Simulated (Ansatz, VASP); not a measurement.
# SrCl2 in VASP and in Ansatz

```
Sr Cl
1.0
     0.00000    3.53566    3.26341
     3.53566    0.00000    3.26341
     3.53566    3.53566    0.00000
Sr Cl
1 2
Direct
  0.00000 0.00000 0.00000
  0.25000 0.25000 0.25000
  0.75000 0.75000 0.75000
```

Alike in both runs: task single point; functional PBE; k mesh 6 × 6 × 6; occupations gaussian, width 0.05 eV; no spin polarisation.

|  | VASP | Ansatz |
| --- | --- | --- |
| version | VASP 6.6.1 | Ansatz 0.2.0 |
| potentials or method | VASP PAW PBE potentials, release 64 (Sr_sv, Cl), cutoff 520 eV | scalar-relativistic, plane waves, PAW |
| valence electrons in the cell | 24 | 24 |

VASP gave:

```
gap on the k mesh at the Fermi level (eV)                     : 4.92
least direct gap on the mesh (eV)                             : 5.07
pressure (GPa)                                                : 2.8
traceless stress, the component that is largest in VASP (GPa) : 3.09
```

**Question.** Which values does Ansatz return?

**Answer.** gap on the k mesh at the Fermi level (eV): 4.93; least direct gap on the mesh (eV): 5.07; pressure (GPa): 2.7; traceless stress, the component that is largest in VASP (GPa): 3.11.

The functional is the same, so the differences come from potentials, cutoffs and numerics.
